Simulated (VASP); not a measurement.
# Bi in VASP: a series of runs

Bi is run at these levels: PBEsol; tasks: single point, relaxation of cell and atoms.

All numbers are computed with VASP 6.6.1; they aren't measurements. Logs are shortened: lines on timing, memory, paths and dates and some standing lists are left out, and cuts for length are marked.

## 1. The cell of the first run

The typed cell holds 2 atoms: a = 3.242 Å, b = 3.167 Å, c = 5.836 Å, α = 90.00°, β = 90.00°, γ = 90.00°.

## 2. Single point, PBEsol

File INCAR:

```
PREC     = Accurate       # precision mode
ENCUT    = 520            # plane-wave cutoff, eV
EDIFF    = 1E-6           # SCF threshold, eV
ISMEAR   = -1             # smearing method
SIGMA    = 0.05           # smearing width, eV
LREAL    = F              # projectors in reciprocal space
LASPH    = T              # aspherical terms in the spheres
NELM     = 80             # most SCF steps
ALGO     = Normal         # electronic algorithm
ISIF     = 2              # what is computed and relaxed
LWAVE    = F              # write WAVECAR
LCHARG   = F              # write CHGCAR
GGA      = PS             # functional
NBANDS   = 22             # bands
```

File KPOINTS:

```
Automatic mesh
0
Gamma
  8 8 4
```

File POSCAR:

```
Bi
1.0
    3.2415281174      0.0000000000      0.0213165550
    0.0000000000      3.1667809286      0.0000000000
   -0.0381163998      0.0000000000      5.8357401438
Bi
2
Direct
    0.6982654121      0.0000000000      0.7499990068
    0.3017345879      0.0000000000      0.2500009932
```

Potentials or basis: VASP PAW PBE potentials, release 64 (Bi_d).

Started as:

```sh
$ cat potpaw_PBE.64/Bi_d/POTCAR > POTCAR
$ mpirun -np 1 vasp_std > vasp.out
```

OUTCAR:

```text
PREC = Accurate
   ENCUT = 520
   EDIFF = 1E-6
   ISMEAR = -1
   LREAL = F
   LASPH = T
   NELM = 80
   ISIF = 2
   GGA = PS

 ion  position               nearest neighbor table
   1  0.698  0.000  0.750-   2 3.19   2 3.19   2 3.51   2 3.51
   2  0.302  0.000  0.250-   1 3.19   1 3.19   1 3.51   1 3.51

  LATTYP: Found a simple monoclinic cell.
 ALAT       =     3.2415982064
 B/A-ratio  =     0.9769196325
 C/A-ratio  =     1.8003047418
 COS(beta)  =    -0.0000445351

  Lattice vectors:

 A1 = (   3.2415281174,   0.0000000000,   0.0213165550)
 A2 = (   0.0000000000,  -3.1667809286,   0.0000000000)
 A3 = (   0.0381163998,   0.0000000000,  -5.8357401438)

Analysis of symmetry for initial positions (statically):
=====================================================================
 Subroutine PRICEL returns:
 Original cell was already a primitive cell.

 Routine SETGRP: Setting up the symmetry group for a
 simple monoclinic supercell.

 Subroutine GETGRP returns: Found  4 space group operations
 (whereof  4 operations were pure point group operations)
 out of a pool of  4 trial point group operations.

The static configuration has the point symmetry C_2h.

Analysis of symmetry for dynamics (positions and initial velocities):
=====================================================================
 Subroutine PRICEL returns:
 Original cell was already a primitive cell.

 Routine SETGRP: Setting up the symmetry group for a
 simple monoclinic supercell.

 Subroutine GETGRP returns: Found  4 space group operations
 (whereof  4 operations were pure point group operations)
 out of a pool of  4 trial point group operations.

The dynamic configuration has the point symmetry C_2h.

 Subroutine INISYM returns: Found  4 space group operations
 (whereof  4 operations are pure point group operations),
 and found     1 'primitive' translations

----------------------------------------------------------------------------------------

                                     Primitive cell

  volume of cell :      59.9077

  direct lattice vectors                    reciprocal lattice vectors
     3.241528117  0.000000000  0.021316555     0.308483226  0.000000000  0.002014872
     0.000000000  3.166780929  0.000000000     0.000000000  0.315778080  0.000000000
    -0.038116400  0.000000000  5.835740144    -0.001126815  0.000000000  0.171350510

  length of vectors
     3.241598206  3.166780929  5.835864622     0.308489806  0.315778080  0.171354215

  position of ions in fractional coordinates (direct lattice)
     0.698265412  0.000000000  0.749999007
     0.301734588  0.000000000  0.250000993

  ion indices of the primitive-cell ions
   primitive index   ion index
                 1           1
                 2           2

----------------------------------------------------------------------------------------

 KPOINTS: Automatic mesh

Automatic generation of k-mesh.
 Grid dimensions read from file:
 generate k-points for:    8    8    4

 Generating k-lattice:

  Cartesian coordinates                     Fractional coordinates (reciprocal lattice)
     0.038560403  0.000000000  0.000251859     0.125000000  0.000000000  0.000000000
     0.000000000  0.039472260  0.000000000     0.000000000  0.125000000  0.000000000
    -0.000281704  0.000000000  0.042837628     0.000000000  0.000000000  0.250000000

  Length of vectors
     0.038561226  0.039472260  0.042838554

  Shift w.r.t. Gamma in fractional coordinates (k-lattice)
     0.000000000  0.000000000  0.000000000

 Subroutine IBZKPT returns following result:
 ===========================================

 Found     90 irreducible k-points:

 Following reciprocal coordinates:
            Coordinates               Weight
  0.000000  0.000000  0.000000      1.000000
  0.125000  0.000000  0.000000      2.000000
  0.250000  0.000000  0.000000      2.000000
  0.375000  0.000000  0.000000      2.000000
  0.500000  0.000000  0.000000      1.000000
  0.000000  0.125000  0.000000      2.000000
[... 16 lines left out ...]
  0.250000  0.500000  0.000000      2.000000
  0.375000  0.500000  0.000000      2.000000
 [... further k-points ...]
   k-points           NKPTS =     90   k-points in BZ     NKDIM =     90   number of bands    NBANDS=     22
   number of dos      NEDOS =    301   number of ions     NIONS =      2
   total plane-waves  NPLWV =  27648
   dimension x,y,z NGX =    24 NGY =   24 NGZ =   48
   dimension x,y,z NGXF=    48 NGYF=   48 NGZF=   96
   ions per type =               2
   NGX,Y,Z   is equivalent  to a cutoff of  12.31, 12.60, 13.67 a.u.
   NGXF,Y,Z  is equivalent  to a cutoff of  24.62, 25.20, 27.35 a.u.
 SYSTEM =  unknown system
   PREC   = accura    normal or accurate (medium, high low for compatibility)
   ISTART =      0    job   : 0-new  1-cont  2-samecut
   ICHARG =      2    charge: 1-file 2-atom 10-const
   ISPIN  =      1    spin polarized calculation?
   LNONCOLLINEAR =      F non collinear calculations
   LSORBIT =      F    spin-orbit coupling
   LASPH  =      T    aspherical Exc in radial PAW
   ENCUT  =  520.0 eV  38.22 Ry    6.18 a.u.   6.03  5.89 10.85*2*pi/ulx,y,z
   NELM   =     80;   NELMIN=  2; NELMDL= -5     # of ELM steps
   EDIFF  = 0.1E-05   stopping-criterion for ELM
   LREAL  =      F    real-space projection
   EDIFFG = 0.1E-04   stopping-criterion for IOM
   NSW    =      0    number of steps for IOM
   IBRION =     -1    ionic relax: 0-MD 1-quasi-New 2-CG
   NFREE  =      0    steps in history (QN), initial steepest desc. (CG)
   ISIF   =      2    stress and relaxation
   ISYM   =      2    0-nonsym 1-usesym 2-fastsym
   POTIM  = 0.5000    time-step for ionic-motion
   TEBEG  =    0.0;   TEEND  =   0.0 temperature during run
   PSTRESS=    0.0 pullay stress
   NELECT =      30.0000    total number of electrons
   NUPDOWN=      -1.0000    fix difference up-down
   EMIN   =  10.00;   EMAX   =-10.00  energy-range for DOS
   EFERMI =   0.00;   METHOD = LEGACY
   ISMEAR =    -1;   SIGMA  =   0.05  broadening in eV -4-tet -1-fermi 0-gaus
   EFERMI_NEDOS =   21; number of points for ismear=-14 and -15
   IALGO  =     38    algorithm
   IMIX   =      4    mixing-type and parameters
     AMIX     =   0.40;   BMIX     =  1.00
     AMIX_MAG =   1.60;   BMIX_MAG =  1.00
  volume/ion in A,a.u.               =      29.95       202.14
  Fermi-wavevector in a.u.,A,eV,Ry     =   1.300033  2.456707 22.995021  1.690086
  Thomas-Fermi vector in A             =   2.431258
   LORBIT       =      0    0 simple, 1 ext, 2 COOP (PROOUT), +10 PAW based schemes
   GGA     = PS    functional components
   LHFCALC =     F    Hartree Fock is set to
   AEXX    =    0.0000 exact exchange contribution
   IVDW    =     0    specifies the selected vdW correction
   LEPSILON=     F    determine dielectric tensor
   LRPA    =     F    only Hartree local field effects (RPA)
 non-spin polarized calculation
  energy-cutoff  :      520.00
  volume of cell :       59.91
 maximum number of plane-waves:      1644
   NGX = 13   NGY = 11   NGZ = 21

 number of electron      29.9999996 magnetization

 Free energy of the ion-electron system (eV)
  ---------------------------------------------------
  ext. energy  EPLUGINS =         0.00000000
  ---------------------------------------------------
  free energy    TOTEN  =        -8.48856809 eV

  energy without entropy =       -8.48314583  energy(sigma->0) =       -8.48585696

 E-fermi :   8.2932     XC(G=0): -10.5436

 val. band max:        8.2867805626   @ k =   0.2500   0.0000   0.0000
 cond. band min:       8.4207741738   @ k =   0.5000   0.2500   0.0000
 fundamental gap:      0.1339936112
 Fermi energy:         8.2932479817

 k-point     1 :       0.0000    0.0000    0.0000
  band No.  band energies     occupation
      1     -14.9412      2.00000
      2     -14.9075      2.00000
      3     -14.7963      2.00000
      4     -14.6971      2.00000
      5     -14.6856      2.00000
      6     -14.6267      2.00000
[... 14 lines left out ...]
     21      17.3352      0.00000
     22      17.8464      0.00000

 k-point     2 :       0.1250    0.0000    0.0000
  band No.  band energies     occupation
      1     -14.9271      2.00000
      2     -14.8717      2.00000
      3     -14.7656      2.00000
      4     -14.7058      2.00000
      5     -14.6765      2.00000
      6     -14.6227      2.00000
[... 14 lines left out ...]
     21      17.1858      0.00000
     22      18.0563      0.00000

 k-point     3 :       0.2500    0.0000    0.0000
  band No.  band energies     occupation
      1     -14.8989      2.00000
      2     -14.8063      2.00000
      3     -14.7240      2.00000
      4     -14.6897      2.00000
      5     -14.6290      2.00000
      6     -14.6124      2.00000
[... 14 lines left out ...]
     21      18.5637      0.00000
     22      19.0294      0.00000

 k-point     4 :       0.3750    0.0000    0.0000
  band No.  band energies     occupation
      1     -14.8728      2.00000
      2     -14.7814      2.00000
      3     -14.7335      2.00000
      4     -14.6683      2.00000
      5     -14.6049      2.00000
      6     -14.6011      2.00000
[... 14 lines left out ...]
     21      19.2747      0.00000
     22      19.4094      0.00000

 k-point     5 :       0.5000    0.0000    0.0000
  band No.  band energies     occupation
      1     -14.8612      2.00000
      2     -14.7799      2.00000
      3     -14.7188      2.00000
      4     -14.7145      2.00000
      5     -14.6107      2.00000
      6     -14.6100      2.00000
[... 417 lines left out ...]
 k-point    22 :       0.1250    0.5000    0.0000
  band No.  band energies     occupation
      1     -14.7678      2.00000
      2     -14.7653      2.00000
      3     -14.7441      2.00000
      4     -14.6923      2.00000
      5     -14.6618      2.00000
      6     -14.6419      2.00000
[... 14 lines left out ...]
     21      17.8557      0.00000
     22      18.6809      0.00000

 k-point    23 :       0.2500    0.5000    0.0000
  band No.  band energies     occupation
      1     -14.7503      2.00000
      2     -14.7094      2.00000
      3     -14.7056      2.00000
      4     -14.6997      2.00000
      5     -14.6850      2.00000
      6     -14.6410      2.00000
[... 14 lines left out ...]
     21      15.6765      0.00000
     22      17.5797      0.00000

 k-point    24 :       0.3750    0.5000    0.0000
  band No.  band energies     occupation
      1     -14.7364      2.00000
      2     -14.7328      2.00000
      3     -14.7284      2.00000
      4     -14.7178      2.00000
      5     -14.6646      2.00000
      6     -14.6534      2.00000
[... 14 lines left out ...]
     21      13.6711      0.00000
     22      15.4535      0.00000

 [... further k-points ...]

------------------------ aborting loop because EDIFF is reached ----------------------------------------

  FORCE on cell =-STRESS in cart. coord.  units (eV):
  Direction    XX          YY          ZZ          XY          YZ          ZX
  --------------------------------------------------------------------------------------
  -------------------------------------------------------------------------------------
  Total        1.8194002      1.8247415      1.8414282      0.0000000      0.0000000     -0.0005588
  in kB       48.6582400     48.8010896     49.2473594      0.0000000      0.0000000     -0.0149442
  external PRESSURE =      48.9022297 kB  Pullay stress =       0.0000000 kB

 VOLUME and BASIS-vectors are now :
 -----------------------------------------------------------------------------
  energy-cutoff  :      520.00
  volume of cell :       59.91
      direct lattice vectors                 reciprocal lattice vectors
     3.241528117  0.000000000  0.021316555     0.308483226  0.000000000  0.002014872
     0.000000000  3.166780929  0.000000000     0.000000000  0.315778080  0.000000000
    -0.038116400  0.000000000  5.835740144    -0.001126815  0.000000000  0.171350510

 POSITION                                       TOTAL-FORCE (eV/Angst)
 -----------------------------------------------------------------------------------
      2.23486      0.00000      4.39168         0.001389     -0.000000     -0.000020
      0.96855      0.00000      1.46537        -0.001389      0.000000      0.000020
 -----------------------------------------------------------------------------------
    total drift:                                0.000000      0.000000      0.000000

  FREE ENERGIE OF THE ION-ELECTRON SYSTEM (eV)
  ---------------------------------------------------
  free  energy   TOTEN  =        -8.4885680869 eV

  energy  without entropy=       -8.4831458305  energy(sigma->0) =       -8.48585696
```

It took 78 s on 1 thread of Intel Xeon Platinum 8259CL at 2.50GHz (Skylake/Cascade Lake), shared host; peak memory 0.23 GiB.

What came out:

```yaml
Free_energy: -8.4886 eV
Pressure: 4.9 GPa
Band_gap_on_the_k_mesh: zero (bands 15 and 16 overlap by 6.22 eV)
```

Caveat: the cell stands under pressure; the PAW data sets were made with another functional, which shifts forces and pressure a little; spin-orbit coupling is left out, which moves the levels of the heavy elements.

## 3. Relaxation of cell and atoms, PBEsol

This run uses another cell than the first one, of 33.61 Å³/atom.

File INCAR:

```
PREC = Accurate ; ENCUT = 600
EDIFF = 1E-6 ; ISMEAR = -1
SIGMA = 0.05 ; LREAL = F
LASPH = T ; NELM = 80
ALGO = Normal ; ISIF = 3
LWAVE = F ; LCHARG = F
GGA = PS ; IBRION = 2
NSW = 80 ; EDIFFG = -0.005
```

KPOINTS is that of step 2.

File POSCAR:

```
Bi
1.0
    3.2383762460      0.0000000000      0.0000000000
    0.0000000000      3.2216433200      0.0000000000
   -0.0804548793      0.0000000000      6.4438887882
Bi
2
Direct
    0.5442472500      0.0000000000      0.7495778900
    0.4557527500      0.0000000000      0.2504221100
```

Potentials or basis: VASP PAW PBE potentials, release 64 (Bi_d).

Started as:

```sh
$ cat potpaw_PBE.64/Bi_d/POTCAR > POTCAR
$ mpirun -np 1 vasp_std > vasp.out
```

Run time: 30 min. Hardware: 1 thread of Intel Xeon Platinum 8259CL at 2.50GHz (Skylake/Cascade Lake), shared host; peak memory 0.27 GiB.

The run converged. Its results:

```
Free energy                           : -8.5411 eV
Relaxed volume                        : 33.23 Å³/atom
Relaxed cell                          : a = 3.217 Å, b = 3.235 Å, c = 6.396 Å, α = 90.00°, β = 93.30°, γ = 90.00°
Space group after relaxing (to 0.1 Å) : P2/m (No. 10)
Energy gained by relaxing             : 2.7 meV/atom
Ionic steps                           : 44
Pressure after relaxing               : 0.0 GPa
Largest force after relaxing          : 0.005 eV/Å
Band gap on the k mesh                : zero (bands 15 and 16 overlap by 6.19 eV)
```

Forces in eV/Å, atoms in the order of the input:
```
Bi   0.003  0.000 -0.004
Bi  -0.003  0.000  0.004
```

The path:
| step | energy change (eV) | largest force (eV/Å) | pressure (GPa) | volume (Å³) |
| --- | --- | --- | --- | --- |
| 1 | 0.0000 | 0.0126 | -0.48 | 67.23 |
| 3 | -0.0021 | 0.0152 | 0.12 | 66.48 |
| 5 | -0.0025 | 0.0162 | -0.06 | 66.70 |
| 7 | -0.0038 | 0.0145 | -0.12 | 66.72 |
| 9 | -0.0044 | 0.0134 | -0.16 | 66.73 |
| 11 | -0.0052 | 0.0133 | -0.05 | 66.56 |
| 13 | -0.0052 | 0.0145 | -0.06 | 66.51 |
| 15 | -0.0052 | 0.0141 | -0.04 | 66.54 |
| 17 | -0.0054 | 0.0074 | -0.01 | 66.49 |
| 19 | -0.0054 | 0.0069 | 0.01 | 66.49 |
| 21 | -0.0054 | 0.0058 | 0.00 | 66.50 |
| 23 | -0.0054 | 0.0058 | -0.01 | 66.51 |
| 25 | -0.0054 | 0.0043 | -0.01 | 66.50 |
| 27 | -0.0054 | 0.0031 | -0.02 | 66.47 |
| 29 | -0.0054 | 0.0057 | 0.06 | 66.45 |
| 31 | -0.0054 | 0.0053 | 0.05 | 66.46 |
| 33 | -0.0054 | 0.0037 | 0.02 | 66.47 |
| 35 | -0.0054 | 0.0053 | 0.02 | 66.47 |
| 37 | -0.0054 | 0.0055 | 0.02 | 66.48 |
| 39 | -0.0054 | 0.0074 | -0.05 | 66.56 |
| 41 | -0.0054 | 0.0071 | -0.03 | 66.51 |
| 43 | -0.0054 | 0.0067 | -0.03 | 66.51 |
| 44 | -0.0054 | 0.0049 | 0.00 | 66.47 |

Final structure:
```
Bi
1.0
     3.21663    0.00000   -0.07273
     0.00000    3.23543    0.00000
    -0.22330    0.00000    6.39184
Bi
2
Direct
  0.54878 0.00000 0.74942
  0.45122 0.00000 0.25058
```

Levels at points of the mesh, in eV from the Fermi level:
| k point | band 11 | band 12 | band 13 | band 14 | band 15 | band 16 | band 17 | band 18 | band 19 |
| --- | --- | --- | --- | --- | --- | --- | --- | --- | --- |
| (0.00, 0.00, 0.00) | -13.31 | -11.25 | -5.14 | 3.10 | 3.30 | 3.50 | 4.90 | 5.14 | 6.52 |
| (0.50, 0.00, 0.00) | -11.27 | -9.34 | -5.09 | -3.47 | -2.84 | 2.34 | 5.12 | 5.65 | 7.13 |
| (0.00, 0.50, 0.00) | -11.38 | -9.34 | -5.12 | -3.26 | -3.12 | 2.65 | 5.22 | 5.43 | 6.92 |
| (0.50, 0.50, 0.00) | -9.36 | -7.39 | -3.21 | -3.13 | -1.69 | -1.35 | -1.07 | 2.69 | 4.87 |
| (0.00, 0.00, 0.50) | -12.54 | -12.49 | -1.82 | -1.75 | 3.88 | 3.94 | 3.98 | 4.29 | 7.53 |
| (0.50, 0.00, 0.50) | -10.59 | -10.45 | -4.43 | -4.34 | 0.10 | 0.46 | 5.38 | 5.64 | 5.92 |
| (0.00, 0.50, 0.50) | -10.63 | -10.57 | -4.32 | -4.29 | 0.16 | 0.25 | 5.45 | 5.46 | 5.83 |
| (0.50, 0.50, 0.50) | -8.68 | -8.54 | -2.56 | -2.48 | -2.43 | -2.31 | 2.02 | 2.42 | 3.35 |

Caveat: the PAW data sets were made with another functional, which shifts forces and pressure a little; spin-orbit coupling is left out, which moves the levels of the heavy elements.

## 4. Single point, PBEsol

This run uses another cell than the first one, of 29.85 Å³/atom.

File INCAR:

```
ALGO = Normal
EDIFF = 1E-7
ENCUT = 520
GGA = PS
ISIF = 2
ISMEAR = -1
LASPH = T
LCHARG = F
LREAL = F
LWAVE = F
NBANDS = 22
NELM = 80
PREC = Accurate
SIGMA = 0.05
```

File KPOINTS:

```
k-points
0
Gamma
  8 8 4
```

File POSCAR:

```
Bi
1.0
    3.2455948976      0.0000000000      0.0214108909
    0.0000000000      3.1650727880      0.0000000000
   -0.0380297213      0.0000000000      5.8119461929
Bi
2
Direct
    0.7104676088      0.0000000000      0.7500123172
    0.2895323912      0.0000000000      0.2499876828
```

Started as:

```sh
$ cat potpaw_PBE.64/Bi_d/POTCAR > POTCAR
$ mpirun -np 1 vasp_std > vasp.out
```

Run time: 24 s. Hardware: 1 thread of Intel Xeon 6975P-C (Granite Rapids), shared host; peak memory 0.22 GiB.

It converged, with:

```yaml
Free_energy: -8.4821 eV
Pressure: 4.9 GPa
Band_gap_on_the_k_mesh: zero (bands 15 and 16 overlap by 6.20 eV)
```

Forces in eV/Å, atoms in the order of the input:
```
Bi   0.002  0.000 -0.001
Bi  -0.002  0.000  0.001
```

Levels at points of the mesh, in eV from the Fermi level:
| k point | band 11 | band 12 | band 13 | band 14 | band 15 | band 16 | band 17 | band 18 | band 19 | band 20 |
| --- | --- | --- | --- | --- | --- | --- | --- | --- | --- | --- |
| (0.00, 0.00, 0.00) | -14.16 | -11.23 | -5.81 | 2.10 | 2.85 | 4.62 | 4.64 | 5.78 | 6.85 | 6.96 |
| (0.50, 0.00, 0.00) | -11.50 | -10.73 | -4.62 | -3.97 | -2.47 | -1.00 | 5.63 | 6.42 | 9.63 | 9.68 |
| (0.00, 0.50, 0.00) | -11.99 | -9.05 | -5.94 | -3.81 | -3.19 | 2.43 | 4.17 | 6.88 | 6.93 | 9.13 |
| (0.50, 0.50, 0.00) | -9.34 | -8.55 | -3.35 | -2.70 | -2.57 | -1.95 | -0.42 | 1.24 | 3.36 | 4.21 |
| (0.00, 0.00, 0.50) | -13.10 | -13.10 | -1.52 | -1.52 | 3.22 | 3.22 | 4.01 | 4.01 | 7.16 | 7.16 |
| (0.50, 0.00, 0.50) | -10.98 | -10.98 | -5.68 | -5.68 | 1.28 | 1.28 | 5.70 | 5.70 | 6.04 | 6.04 |
| (0.00, 0.50, 0.50) | -10.95 | -10.95 | -4.88 | -4.88 | 0.66 | 0.66 | 5.37 | 5.37 | 5.95 | 5.95 |
| (0.50, 0.50, 0.50) | -8.81 | -8.81 | -3.69 | -3.69 | -2.98 | -2.98 | 2.60 | 2.60 | 3.31 | 3.32 |

Caveat: the cell stands under pressure; the PAW data sets were made with another functional, which shifts forces and pressure a little; spin-orbit coupling is left out, which moves the levels of the heavy elements.

(Part 1 of 2 ends here.)
